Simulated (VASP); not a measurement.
# NiO (Fm-3m) in VASP: a series of runs

The runs below take NiO through single point, with revPBE+D4.

All numbers are computed with VASP 6.6.1; they aren't measurements. Logs are shortened: lines on timing, memory, paths and dates and some standing lists are left out, and cuts for length are marked.

**Measured values to compare with.**

From “Local correlations, non-local screening, multiplets, and band formation in NiO”, 2012, arxiv:1210.6675, for a bulk crystal of NiO: band gap 4.3 eV.

The results are compared with them further down.

### 1 The cell of the first run

The structure is cubic, space group Fm-3m (No. 225). Conventional cell: a = 4.172 Å, b = 4.172 Å, c = 4.172 Å, α = 90.00°, β = 90.00°, γ = 90.00°. Within 2.8 Å of Ni (site symmetry m-3m) lie 6 O at 2.09 Å. Within 2.8 Å of O (site symmetry m-3m) lie 6 Ni at 2.09 Å.

### 2 Single point, revPBE+D4, collinear spin, ferromagnetic start

File INCAR:

```
SYSTEM = NiO
  PREC = Accurate
  ENCUT = 520
  EDIFF = 1E-6
  ISMEAR = -1
  SIGMA = 0.05
  LREAL = .False.
  LASPH = .True.
  NELM = 150
  ALGO = Normal
  ISIF = 2
  LWAVE = .False.
  LCHARG = .False.
  ISPIN = 2
  MAGMOM = 1 0
  LORBIT = 11
  LMAXMIX = 4
  GGA = RE
  IVDW = 13
  NBANDS = 19
```

File KPOINTS:

```
Automatic mesh
0
Gamma
  11 11 11
  0 0 0
```

File POSCAR:

```
NiO
1.0
    0.0000000000      2.0859016414      2.0859016414
    2.0859016414      0.0000000000      2.0859016414
    2.0859016414      2.0859016414      0.0000000000
Ni O
1 1
Direct
    0.0000000000      0.0000000000      0.0000000000
    0.5000000000      0.5000000000      0.5000000000
```

Potentials or basis: VASP PAW PBE potentials, release 64 (Ni, O).

The run is started by

```bash
cat potpaw_PBE.64/Ni/POTCAR potpaw_PBE.64/O/POTCAR > POTCAR
mpirun -np 1 vasp_std > vasp.out
```

OUTCAR:

```text
SYSTEM = NiO
   PREC = Accurate
   ENCUT = 520
   EDIFF = 1E-6
   ISMEAR = -1
   LREAL = .False.
   LASPH = .True.
   NELM = 150
   ISIF = 2
   ISPIN = 2
   LORBIT = 11
   GGA = RE
   IVDW = 13

 ion  position               nearest neighbor table
   1  0.000  0.000  0.000-   2 2.09   2 2.09   2 2.09   2 2.09   2 2.09   2 2.09
   2  0.500  0.500  0.500-   1 2.09   1 2.09   1 2.09   1 2.09   1 2.09   1 2.09

  LATTYP: Found a face centered cubic cell.
 ALAT       =     4.1718032828

  Lattice vectors:

 A1 = (   0.0000000000,   2.0859016414,   2.0859016414)
 A2 = (   2.0859016414,   0.0000000000,   2.0859016414)
 A3 = (   2.0859016414,   2.0859016414,   0.0000000000)

Analysis of symmetry for initial positions (statically):
=====================================================================
 Subroutine PRICEL returns:
 Original cell was already a primitive cell.

 Routine SETGRP: Setting up the symmetry group for a
 face centered cubic supercell.

 Subroutine GETGRP returns: Found 48 space group operations
 (whereof 48 operations were pure point group operations)
 out of a pool of 48 trial point group operations.

The static configuration has the point symmetry O_h .

Analysis of symmetry for dynamics (positions and initial velocities):
=====================================================================
 Subroutine PRICEL returns:
 Original cell was already a primitive cell.

 Routine SETGRP: Setting up the symmetry group for a
 face centered cubic supercell.

 Subroutine GETGRP returns: Found 48 space group operations
 (whereof 48 operations were pure point group operations)
 out of a pool of 48 trial point group operations.

The dynamic configuration has the point symmetry O_h .

Analysis of structural, dynamic, and magnetic symmetry:
=====================================================================
 Subroutine PRICEL returns:
 Original cell was already a primitive cell.

 Routine SETGRP: Setting up the symmetry group for a
 face centered cubic supercell.

 Subroutine GETGRP returns: Found 48 space group operations
 (whereof 48 operations were pure point group operations)
 out of a pool of 48 trial point group operations.

The overall configuration has the point symmetry O_h .

 Subroutine INISYM returns: Found 48 space group operations
 (whereof 48 operations are pure point group operations),
 and found     1 'primitive' translations

----------------------------------------------------------------------------------------

                                     Primitive cell

  volume of cell :      18.1515

  direct lattice vectors                    reciprocal lattice vectors
     0.000000000  2.085901641  2.085901641    -0.239704495  0.239704495  0.239704495
     2.085901641  0.000000000  2.085901641     0.239704495 -0.239704495  0.239704495
     2.085901641  2.085901641  0.000000000     0.239704495  0.239704495 -0.239704495

  length of vectors
     2.949910391  2.949910391  2.949910391     0.415180364  0.415180364  0.415180364

  position of ions in fractional coordinates (direct lattice)
     0.000000000  0.000000000  0.000000000
     0.500000000  0.500000000  0.500000000

  ion indices of the primitive-cell ions
   primitive index   ion index
                 1           1
                 2           2

----------------------------------------------------------------------------------------

 KPOINTS: Automatic mesh

Automatic generation of k-mesh.
 Grid dimensions read from file:
 generate k-points for:   11   11   11

 Generating k-lattice:

  Cartesian coordinates                     Fractional coordinates (reciprocal lattice)
    -0.021791318  0.021791318  0.021791318     0.090909091  0.000000000  0.000000000
     0.021791318 -0.021791318  0.021791318     0.000000000  0.090909091  0.000000000
     0.021791318  0.021791318 -0.021791318     0.000000000  0.000000000  0.090909091

  Length of vectors
     0.037743669  0.037743669  0.037743669

  Shift w.r.t. Gamma in fractional coordinates (k-lattice)
     0.000000000  0.000000000  0.000000000

 Subroutine IBZKPT returns following result:
 ===========================================

 Found     56 irreducible k-points:

 Following reciprocal coordinates:
            Coordinates               Weight
  0.000000  0.000000  0.000000      1.000000
  0.090909  0.000000  0.000000      8.000000
  0.181818  0.000000  0.000000      8.000000
  0.272727  0.000000  0.000000      8.000000
  0.363636  0.000000  0.000000      8.000000
  0.454545  0.000000  0.000000      8.000000
[... 16 lines left out ...]
 -0.272727  0.181818  0.000000     24.000000
 -0.181818  0.181818  0.000000     12.000000
 [... further k-points ...]
   k-points           NKPTS =     56   k-points in BZ     NKDIM =     56   number of bands    NBANDS=     19
   number of dos      NEDOS =    301   number of ions     NIONS =      2
   total plane-waves  NPLWV =  13824
   dimension x,y,z NGX =    24 NGY =   24 NGZ =   24
[... 75 lines left out ...]
      3       4.8751      1.00000
      4       5.0713      1.00000
      5       5.0713      1.00000
      6       5.0713      1.00000
[... 11 lines left out ...]
     18      34.0607      0.00000
     19      34.0607      0.00000

 k-point     2 :       0.0909    0.0000    0.0000
  band No.  band energies     occupation
      1     -12.2881      1.00000
      2       4.1447      1.00000
      3       4.1447      1.00000
      4       4.2315      1.00000
      5       5.3585      1.00000
      6       5.3586      1.00000
[... 11 lines left out ...]
     18      35.4562      0.00000
     19      35.4563      0.00000

 k-point     3 :       0.1818    0.0000    0.0000
  band No.  band energies     occupation
      1     -12.0266      1.00000
      2       2.9004      1.00000
      3       3.4001      1.00000
      4       3.4002      1.00000
      5       5.5185      1.00000
      6       5.5186      1.00000
[... 434 lines left out ...]
      1     -11.2487      1.00000
      2       0.8387      1.00000
      3       2.2871      1.00000
      4       2.6627      1.00000
      5       5.6575      1.00000
      6       5.8601      1.00000
[... 11 lines left out ...]
     18      39.0419      0.00000
     19      40.4066      0.00000

 k-point    24 :      -0.1818    0.1818    0.0000
  band No.  band energies     occupation
      1     -11.5608      1.00000
      2       1.4432      1.00000
      3       2.5386      1.00000
      4       3.2300      1.00000
      5       5.4756      1.00000
      6       5.7012      1.00000
[... 11 lines left out ...]
     18      39.0604      0.00000
     19      40.2126      0.00000

 [... further k-points ...]

 spin component 2

 k-point     1 :       0.0000    0.0000    0.0000
  band No.  band energies     occupation
      1     -11.9391      1.00000
      2       5.5910      1.00000
      3       5.5910      1.00000
      4       5.5910      1.00000
      5       6.1919      1.00000
      6       6.1920      1.00000
[... 11 lines left out ...]
     18      34.6570      0.00000
     19      34.6573      0.00000

 k-point     2 :       0.0909    0.0000    0.0000
  band No.  band energies     occupation
      1     -11.8427      1.00000
      2       4.7619      1.00000
      3       5.1906      1.00000
      4       5.1906      1.00000
      5       6.3205      1.00000
      6       6.3207      1.00000
[... 11 lines left out ...]
     18      36.0395      0.00000
     19      36.0397      0.00000

 k-point     3 :       0.1818    0.0000    0.0000
  band No.  band energies     occupation
      1     -11.5728      1.00000
      2       3.3752      1.00000
      3       4.5329      1.00000
      4       4.5331      1.00000
      5       6.5160      1.00000
      6       6.5162      1.00000
[... 434 lines left out ...]
      1     -10.7608      1.00000
      2       1.3456      1.00000
      3       3.2505      1.00000
      4       3.5003      1.00000
      5       6.7353      1.00000
      6       7.1839      1.00000
[... 11 lines left out ...]
     18      39.4569      0.00000
     19      40.9540      0.00000

 k-point    24 :      -0.1818    0.1818    0.0000
  band No.  band energies     occupation
      1     -11.0880      1.00000
      2       2.0188      1.00000
      3       3.7434      1.00000
      4       3.7851      1.00000
      5       6.5500      1.00000
      6       7.1081      1.00000
[... 11 lines left out ...]
     18      39.4738      0.00000
     19      40.4263      0.00000

 [... further k-points ...]

------------------------ aborting loop because EDIFF is reached ----------------------------------------

  DFT-D4 for vdW energy calculation

  Edisp (eV):   -1.20361

  FORCE on cell =-STRESS in cart. coord.  units (eV):
  Direction    XX          YY          ZZ          XY          YZ          ZX
  --------------------------------------------------------------------------------------
  -------------------------------------------------------------------------------------
  Total       0.21247     0.21247     0.21247     0.00000     0.00000     0.00000
  in kB      18.75413    18.75413    18.75413     0.00000     0.00000     0.00000
  external pressure =       18.75 kB  Pullay stress =        0.00 kB

 VOLUME and BASIS-vectors are now :
 -----------------------------------------------------------------------------
  energy-cutoff  :      520.00
  volume of cell :       18.15
      direct lattice vectors                 reciprocal lattice vectors
     0.000000000  2.085901641  2.085901641    -0.239704495  0.239704495  0.239704495
     2.085901641  0.000000000  2.085901641     0.239704495 -0.239704495  0.239704495
     2.085901641  2.085901641  0.000000000     0.239704495  0.239704495 -0.239704495

 POSITION                                       TOTAL-FORCE (eV/Angst)
 -----------------------------------------------------------------------------------
      0.00000      0.00000      0.00000         0.000000      0.000000      0.000000
      2.08590      2.08590      2.08590         0.000000      0.000000      0.000000
 -----------------------------------------------------------------------------------
    total drift:                                0.000000     -0.000000     -0.000000

  FREE ENERGIE OF THE ION-ELECTRON SYSTEM (eV)
  ---------------------------------------------------
  free  energy   TOTEN  =       -11.9235399189 eV

  energy  without entropy=      -11.9141372868  energy(sigma->0) =      -11.91883860

 total charge

# of ion       s       p       d       tot
------------------------------------------
    1        0.331   0.406   8.240   8.977
    2        1.560   3.436   0.000   4.996
--------------------------------------------------
tot          1.891   3.842   8.240  13.973

 magnetization (x)

# of ion       s       p       d       tot
------------------------------------------
    1        0.011   0.014   1.433   1.459
    2        0.028   0.242   0.000   0.270
--------------------------------------------------
tot          0.039   0.256   1.433   1.729
```

It took 17 s on 1 thread of Intel Xeon 6975P-C (Granite Rapids), shared host; peak memory 0.17 GiB.

Results:

| Quantity | Value |
| --- | --- |
| Free energy | -11.9235 eV |
| Pressure | 1.9 GPa |
| Net moment | 1.77 μB per cell |
| Site moments | Ni +1.46; O +0.27 μB |
| Valence electrons inside the program's atomic spheres | Ni 8.98; O 5.00 |
| Dispersion energy per atom | -0.602 eV |

Levels at points of the mesh, in eV from the Fermi level:
Spin up:
```csv
k point,band 7,band 8,band 9,band 10,band 11,band 12
"(0.00, 0.00, 0.00)",-2.70,-2.70,-2.70,1.58,17.91,18.97
```
Spin down:
```csv
k point,band 3,band 4,band 5,band 6,band 7,band 8,band 9,band 10,band 11,band 12
"(0.00, 0.00, 0.00)",-2.48,-2.48,-1.88,-1.88,-1.88,-0.55,-0.55,1.93,17.82,19.17
```

Caveat: the PAW data sets were made with another functional, which shifts forces and pressure a little; a cell with one magnetic atom can't hold antiferromagnetic order, which such compounds often take; semilocal functionals often make such compounds metallic where correlation or magnetic order opens a gap, which also shifts bond lengths; pairwise dispersion overbinds metals, which lowers pressure and volume.

### 3 Single point, revPBE+D4, collinear spin, ferromagnetic start

This run uses another cell than the first one, of 9.26 Å³/atom, 1.020 times its volume.

File INCAR:

```
PREC = Accurate
ENCUT = 520
EDIFF = 1E-7
ISMEAR = -1
SIGMA = 0.05
LREAL = False
LASPH = True
NELM = 150
ALGO = Normal
ISIF = 2
LWAVE = False
LCHARG = False
ISPIN = 2
MAGMOM = 1 0
LORBIT = 11
LMAXMIX = 4
GGA = RE
IVDW = 13
NBANDS = 19
```

File KPOINTS:

```
regular mesh
0
Gamma
  11 11 11
```

File POSCAR:

```
NiO
1.0
    0.0000000000      2.0997159621      2.0997159621
    2.0997159621      0.0000000000      2.0997159621
    2.0997159621      2.0997159621      0.0000000000
Ni O
1 1
Direct
    0.0000000000      0.0000000000      0.0000000000
    0.5000000000      0.5000000000      0.5000000000
```

Potentials or basis: VASP PAW PBE potentials, release 64 (Ni, O).

The run is started by

```bash
cat potpaw_PBE.64/Ni/POTCAR potpaw_PBE.64/O/POTCAR > POTCAR
mpirun -np 1 vasp_std > vasp.out
```

It took 21 s on 1 thread of Intel Xeon 6975P-C (Granite Rapids), shared host; peak memory 0.17 GiB.

It converged, with:

```
Free energy                                           : -11.9245 eV
Pressure                                              : -1.1 GPa
Net moment                                            : 1.82 μB per cell
Site moments                                          : Ni +1.49; O +0.28 μB
Valence electrons inside the program's atomic spheres : Ni 8.94; O 4.99
Dispersion energy per atom                            : -0.592 eV
```

Levels at points of the mesh, in eV from the Fermi level:
Spin up:
| k point | band 7 | band 8 | band 9 | band 10 | band 11 | band 12 |
| --- | --- | --- | --- | --- | --- | --- |
| (0.00, 0.00, 0.00) | -2.66 | -2.66 | -2.66 | 1.49 | 17.86 | 18.83 |
Spin down:
```csv
k point,band 3,band 4,band 5,band 6,band 7,band 8,band 9,band 10,band 11,band 12
"(0.00, 0.00, 0.00)",-2.36,-2.36,-1.83,-1.83,-1.82,-0.48,-0.48,1.84,17.77,19.03
```

Caveat: the PAW data sets were made with another functional, which shifts forces and pressure a little; a cell with one magnetic atom can't hold antiferromagnetic order, which such compounds often take; semilocal functionals often make such compounds metallic where correlation or magnetic order opens a gap, which also shifts bond lengths; pairwise dispersion overbinds metals, which lowers pressure and volume.

### 4 Single point, revPBE+D4, collinear spin, ferromagnetic start

This run uses another cell than the first one, of 9.44 Å³/atom, 1.040 times its volume.

INCAR is that of step 3.

KPOINTS is that of step 3.

File POSCAR:

```
NiO
1.0
    0.0000000000      2.1133508634      2.1133508634
    2.1133508634      0.0000000000      2.1133508634
    2.1133508634      2.1133508634      0.0000000000
Ni O
1 1
Direct
    0.0000000000      0.0000000000      0.0000000000
    0.5000000000      0.5000000000      0.5000000000
```

The run is started by

```bash
cat potpaw_PBE.64/Ni/POTCAR potpaw_PBE.64/O/POTCAR > POTCAR
mpirun -np 1 vasp_std > vasp.out
```

Run time: 21 s. Hardware: 1 thread of Intel Xeon 6975P-C (Granite Rapids), shared host; peak memory 0.16 GiB.

It converged, with:

- Free energy: -12.0517 eV
- Pressure: -3.3 GPa
- Net moment: 1.85 μB per cell
- Site moments: Ni +1.52; O +0.29 μB
- Valence electrons inside the program's atomic spheres: Ni 8.90; O 4.98
- Dispersion energy per atom: -0.649 eV

Levels at points of the mesh, in eV from the Fermi level:
Spin up:
```
           k point  band 5  band 6  band 7  band 8  band 9  band 10  band 11  band 12  band 13  band 14
(0.00, 0.00, 0.00)   -2.80   -2.80   -2.63   -2.63   -2.63     1.40    17.81    18.70    18.70    18.70
```
Spin down:
```csv
k point,band 3,band 4,band 5,band 6,band 7,band 8,band 9,band 10,band 11,band 12
"(0.00, 0.00, 0.00)",-2.25,-2.25,-1.78,-1.78,-1.78,-0.43,-0.43,1.76,17.71,18.90
```

Caveat: the PAW data sets were made with another functional, which shifts forces and pressure a little; a cell with one magnetic atom can't hold antiferromagnetic order, which such compounds often take; semilocal functionals often make such compounds metallic where correlation or magnetic order opens a gap, which also shifts bond lengths; pairwise dispersion overbinds metals, which lowers pressure and volume.

### 5 Summary

```tsv
cell	gap on the mesh (eV)	pressure (GPa)	moment (μB)
a = 2.950 Å, angles 60.0°, 2 atoms	none	1.9	1.77
a = 2.969 Å, angles 60.0°, 2 atoms	none	-1.1	1.82
a = 2.989 Å, angles 60.0°, 2 atoms	none	-3.3	1.85
```

Alike in all rows: task single point; level revPBE+D4; potentials or basis VASP PAW PBE potentials, release 64 (Ni, O); spin collinear, ferromagnetic start; k mesh 11 × 11 × 11; cutoff (eV) 520; smearing fermi-dirac 0.05 eV.

Caveats: the PAW data sets were made with another functional, which shifts forces and pressure a little; a cell with one magnetic atom can't hold antiferromagnetic order, which such compounds often take; semilocal functionals often make such compounds metallic where correlation or magnetic order opens a gap, which also shifts bond lengths; pairwise dispersion overbinds metals, which lowers pressure and volume.

Total energies depend on the potentials used, so only differences within one code and one set of settings carry meaning.

### 6 Against experiment

Step 2. A measured gap of NiO is 4.3 eV (quoted in “Local correlations, non-local screening, multiplets, and band formation in NiO”, 2012, arxiv:1210.6675); the calculated 0.00 eV misses it by -4.30 eV. So large a miss can be the level of theory's own, or it may mean another phase, state or a wrong row. The value is that of revPBE+D4 on a finite k mesh, which can miss the band edges, without temperature or zero-point motion. Semilocal functionals fall short of measured gaps as a rule. The run's magnetic order (collinear spin, ferromagnetic start) needn't be the measured crystal's.

Step 3. Against the measured gap of NiO, 4.3 eV (quoted in “Local correlations, non-local screening, multiplets, and band formation in NiO”, 2012, arxiv:1210.6675), the calculated 0.00 eV is off by -4.30 eV. So large a miss can be the level of theory's own, or it may mean another phase, state or a wrong row. The value is that of revPBE+D4 on a finite k mesh, which can miss the band edges, without temperature or zero-point motion. Semilocal functionals fall short of measured gaps as a rule. The run's magnetic order (collinear spin, ferromagnetic start) needn't be the measured crystal's.
